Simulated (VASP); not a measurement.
# AlAs2 (I4/mmm) in VASP: further runs

The runs below take AlAs2 through single point, with PBE.

Program: VASP 6.6.1. These are calculated values, not measurements. Logs are shortened: lines on timing, memory, paths and dates and some standing lists are left out, and cuts for length are marked.

## (1) The cell of the first run

Symmetry: I4/mmm, No. 139, tetragonal system. Conventional cell: a = 3.366 Å, b = 3.366 Å, c = 10.951 Å, α = 90.00°, β = 90.00°, γ = 90.00°. Al (site symmetry 4/mmm) has 10 As at 2.96 to 3.72 Å and 4 Al at 3.37 Å within 3.9 Å. As (site symmetry 4mm) has 5 Al at 2.96 to 3.72 Å and 9 As at 3.09 to 3.50 Å within 3.9 Å.

## (2) Single point, PBE

File INCAR:

```
SYSTEM = AlAs2
PREC = Accurate
ENCUT = 520
EDIFF = 1E-6
ISMEAR = 0
SIGMA = 0.1
LREAL = .False.
LASPH = .True.
NELM = 60
ALGO = Normal
ISIF = 2
LWAVE = .False.
LCHARG = .False.
GGA = PE
NBANDS = 14
```

File KPOINTS:

```
regular mesh
0
Gamma
  8 8 8
  0 0 0
```

File POSCAR:

```
AlAs2
1.0
   -1.6827824994      1.6827824994      5.4753059060
    1.6827824994     -1.6827824994      5.4753059060
    1.6827824994      1.6827824994     -5.4753059060
Al As
1 2
Direct
    0.0000000000      0.0000000000      0.0000000000
    0.3400000000      0.3400000000      0.0000000000
    0.6600000000      0.6600000000      0.0000000000
```

Potentials or basis: VASP PAW PBE potentials, release 64 (Al, As).

Run with:

```
$ cat potpaw_PBE.64/Al/POTCAR potpaw_PBE.64/As/POTCAR > POTCAR
$ mpirun -np 1 vasp_std > vasp.out
```

OUTCAR:

```text
SYSTEM = AlAs2
   PREC = Accurate
   ENCUT = 520
   EDIFF = 1E-6
   ISMEAR = 0
   LREAL = .False.
   LASPH = .True.
   NELM = 60
   ISIF = 2
   GGA = PE

 ion  position               nearest neighbor table
   1  0.000  0.000  0.000-   3 2.96   3 2.96   3 2.96   2 2.96   3 2.96   2 2.96   2 2.96   2 2.96

   2  0.340  0.340  0.000-   1 2.96   1 2.96   1 2.96   1 2.96
   3  0.660  0.660  0.000-   1 2.96   1 2.96   1 2.96   1 2.96

  LATTYP: Found a body centered tetragonal cell.
 ALAT       =     3.3655649988
 C/A-ratio  =     3.2537216830

  Lattice vectors:

 A1 = (  -1.6827824994,   1.6827824994,   5.4753059060)
 A2 = (   1.6827824994,  -1.6827824994,   5.4753059060)
 A3 = (   1.6827824994,   1.6827824994,  -5.4753059060)

Analysis of symmetry for initial positions (statically):
=====================================================================
 Subroutine PRICEL returns:
 Original cell was already a primitive cell.

 Routine SETGRP: Setting up the symmetry group for a
 body centered tetragonal supercell.

 Subroutine GETGRP returns: Found 16 space group operations
 (whereof 16 operations were pure point group operations)
 out of a pool of 16 trial point group operations.

The static configuration has the point symmetry D_4h.

Analysis of symmetry for dynamics (positions and initial velocities):
=====================================================================
 Subroutine PRICEL returns:
 Original cell was already a primitive cell.

 Routine SETGRP: Setting up the symmetry group for a
 body centered tetragonal supercell.

 Subroutine GETGRP returns: Found 16 space group operations
 (whereof 16 operations were pure point group operations)
 out of a pool of 16 trial point group operations.

The dynamic configuration has the point symmetry D_4h.

 Subroutine INISYM returns: Found 16 space group operations
 (whereof 16 operations are pure point group operations),
 and found     1 'primitive' translations

----------------------------------------------------------------------------------------

                                     Primitive cell

  volume of cell :      62.0189

  direct lattice vectors                    reciprocal lattice vectors
    -1.682782499  1.682782499  5.475305906     0.000000000  0.297126931  0.091319099
     1.682782499 -1.682782499  5.475305906     0.297126931  0.000000000  0.091319099
     1.682782499  1.682782499 -5.475305906     0.297126931  0.297126931  0.000000000

  length of vectors
     5.970133051  5.970133051  5.970133051     0.310843355  0.310843355  0.420200936

  position of ions in fractional coordinates (direct lattice)
[... 90 lines left out ...]
   TEBEG  =    0.0;   TEEND  =   0.0 temperature during run
   PSTRESS=    0.0 pullay stress
   NELECT =      13.0000    total number of electrons
   NUPDOWN=      -1.0000    fix difference up-down
   EMIN   =  10.00;   EMAX   =-10.00  energy-range for DOS
   EFERMI =   0.00;   METHOD = LEGACY
   ISMEAR =     0;   SIGMA  =   0.10  broadening in eV -4-tet -1-fermi 0-gaus
   EFERMI_NEDOS =   21; number of points for ismear=-14 and -15
   IALGO  =     38    algorithm
   IMIX   =      4    mixing-type and parameters
     AMIX     =   0.40;   BMIX     =  1.00
     AMIX_MAG =   1.60;   BMIX_MAG =  1.00
  volume/ion in A,a.u.               =      20.67       139.51
  Fermi-wavevector in a.u.,A,eV,Ry     =   0.972481  1.837723 12.867294  0.945719
  Thomas-Fermi vector in A             =   2.102783
   LORBIT       =      0    0 simple, 1 ext, 2 COOP (PROOUT), +10 PAW based schemes
   GGA     = PE    functional components
   LHFCALC =     F    Hartree Fock is set to
   AEXX    =    0.0000 exact exchange contribution
   IVDW    =     0    specifies the selected vdW correction
   LEPSILON=     F    determine dielectric tensor
   LRPA    =     F    only Hartree local field effects (RPA)
 non-spin polarized calculation
 Gauss-broadening in eV      SIGMA  =   0.10
  energy-cutoff  :      520.00
  volume of cell :       62.02
 maximum number of plane-waves:      1688
 NGX is ok and might be reduce to    48
   NGX = 23   NGY = 23   NGZ = 23

 number of electron      13.0000000 magnetization

 Free energy of the ion-electron system (eV)
  ---------------------------------------------------
  ext. energy  EPLUGINS =         0.00000000
  ---------------------------------------------------
  free energy    TOTEN  =       -12.19562803 eV

  energy without entropy =      -12.18692221  energy(sigma->0) =      -12.19127512

 E-fermi :   5.5397     XC(G=0): -10.0634

 val. band max:        5.5286247271   @ k =  -0.3750   0.5000   0.1250
 cond. band min:       5.5442834084   @ k =  -0.2500  -0.3750   0.2500
 fundamental gap:      0.0156586812
 Fermi energy:         5.5397263806

 k-point     1 :       0.0000    0.0000    0.0000
  band No.  band energies     occupation
      1      -7.7881      2.00000
      2      -4.4447      2.00000
      3      -0.8476      2.00000
      4       5.5592      0.78260
      5       5.5592      0.78260
      6       5.8573      0.00001
      7       6.6638      0.00000
      8       6.6638      0.00000
      9       7.1108      0.00000
     10      10.5253      0.00000
     11      11.3828      0.00000
     12      12.1176      0.00000
     13      13.7819      0.00000
     14      13.8132      0.00000
[... 377 lines left out ...]
      1      -4.8889      2.00000
      2      -4.3258      2.00000
      3      -0.0407      2.00000
      4       1.0359      2.00000
      5       2.9444      2.00000
      6       4.1957      2.00000
      7       5.0106      2.00000
      8       5.1618      2.00000
      9       6.6513      0.00000
     10       8.3150      0.00000
     11       9.9051      0.00000
     12      11.0657      0.00000
     13      13.7230      0.00000
     14      14.6619      0.00000

 [... further k-points ...]
[... 5 lines left out ...]
  --------------------------------------------------------------------------------------
  -------------------------------------------------------------------------------------
  Total       -3.0396205     -3.0396205     -2.7859114      0.0000000     -0.0000000      0.0000000
  in kB      -78.5245738    -78.5245738    -71.9703370      0.0000000     -0.0000000      0.0000000
  external PRESSURE =     -76.3398282 kB  Pullay stress =       0.0000000 kB

 VOLUME and BASIS-vectors are now :
 -----------------------------------------------------------------------------
  energy-cutoff  :      520.00
  volume of cell :       62.02
      direct lattice vectors                 reciprocal lattice vectors
    -1.682782499  1.682782499  5.475305906     0.000000000  0.297126931  0.091319099
     1.682782499 -1.682782499  5.475305906     0.297126931  0.000000000  0.091319099
     1.682782499  1.682782499 -5.475305906     0.297126931  0.297126931  0.000000000

 POSITION                                       TOTAL-FORCE (eV/Angst)
 -----------------------------------------------------------------------------------
      0.00000      0.00000      0.00000         0.000000      0.000000      0.000000
      0.00000      0.00000      3.72321        -0.000000     -0.000000      0.315973
      0.00000      0.00000      7.22740         0.000000      0.000000     -0.315973
 -----------------------------------------------------------------------------------
    total drift:                                0.000000      0.000000     -0.000000

  FREE ENERGIE OF THE ION-ELECTRON SYSTEM (eV)
  ---------------------------------------------------
  free  energy   TOTEN  =       -12.1956280307 eV

  energy  without entropy=      -12.1869222061  energy(sigma->0) =      -12.19127512
```

Wall time 70 s (1 thread of AMD EPYC 9R45 (Zen 5), shared host); peak memory 0.3 GiB.

What came out:

```yaml
Free_energy: -12.1956 eV
Pressure: -7.6 GPa
Largest_force: 0.316 eV/Å
Band_gap_on_the_k_mesh: zero (an odd number of electrons rules out a gap without spin polarisation)
```

Forces in eV/Å, atoms in the order of the input:
```
Al   0.000  0.000  0.000
As   0.000  0.000  0.316
As   0.000  0.000 -0.316
```

Levels at points of the mesh, in eV from the Fermi level:
```tsv
k point	band 3	band 4	band 5	band 6	band 7	band 8	band 9	band 10
(0.00, 0.00, 0.00)	-6.39	0.02	0.02	0.32	1.12	1.12	1.57	4.99
(0.50, 0.00, 0.00)	-6.27	-5.23	-1.75	-1.17	1.55	2.09	3.18	4.60
(0.50, 0.50, 0.00)	-4.98	-4.15	-3.37	-2.74	-1.20	-0.99	-0.44	1.31
(0.50, 0.50, 0.50)	-3.44	-2.12	-0.58	-0.58	2.54	2.54	3.62	4.15
```

Caveat: the cell stands under tension.

## (3) Single point, PBE

This run uses another cell than the first one, of 21.22 Å³/atom.

File INCAR:

```
SYSTEM = AlAs2
ALGO = Normal ; EDIFF = 1E-7
ENCUT = 520 ; GGA = PE
ISIF = 2 ; ISMEAR = 0
LASPH = .True. ; LCHARG = .False.
LREAL = .False. ; LWAVE = .False.
NBANDS = 14 ; NELM = 100
PREC = Accurate ; SIGMA = 0.1
```

File KPOINTS:

```
k-points
0
Gamma
  8 8 8
  0 0 0
```

File POSCAR:

```
AlAs2
1.0
   -1.7256920752      1.7256920752      5.3440250933
    1.7256920752     -1.7256920752      5.3440250933
    1.7256920752      1.7256920752     -5.3440250933
Al As
1 2
Direct
    0.0000000000      0.0000000000      0.0000000000
    0.3835665021      0.3835665021      0.0000000000
    0.6164334979      0.6164334979      0.0000000000
```

Potentials or basis: VASP PAW PBE potentials, release 64 (Al, As).

Run with:

```
$ cat potpaw_PBE.64/Al/POTCAR potpaw_PBE.64/As/POTCAR > POTCAR
$ mpirun -np 1 vasp_std > vasp.out
```

Run time: 76 s. Hardware: 1 thread of AMD EPYC 9R45 (Zen 5), shared host; peak memory 0.3 GiB.

It converged, with:

```yaml
Free_energy: -12.9111 eV
Pressure: 0.2 GPa
Largest_force: 0.021 eV/Å
Band_gap_on_the_k_mesh: zero (an odd number of electrons rules out a gap without spin polarisation)
```

Forces on the atoms (eV/Å):
```
Al   0.000  0.000  0.000
As   0.000  0.000 -0.021
As   0.000  0.000  0.021
```

Levels at points of the mesh, in eV from the Fermi level:
```tsv
k point	band 3	band 4	band 5	band 6	band 7	band 8	band 9	band 10
(0.00, 0.00, 0.00)	-5.30	-1.32	-1.32	0.02	1.11	1.11	2.20	3.46
(0.50, 0.00, 0.00)	-7.46	-4.31	-2.36	-0.13	1.45	2.51	3.56	4.29
(0.50, 0.50, 0.00)	-5.64	-5.32	-3.10	-2.64	-1.93	-1.55	1.08	3.49
(0.50, 0.50, 0.50)	-2.71	-1.60	-1.60	0.16	0.32	1.91	1.91	3.20
```

The gap in the log of VASP goes by the Fermi energy; the results here count the filled bands.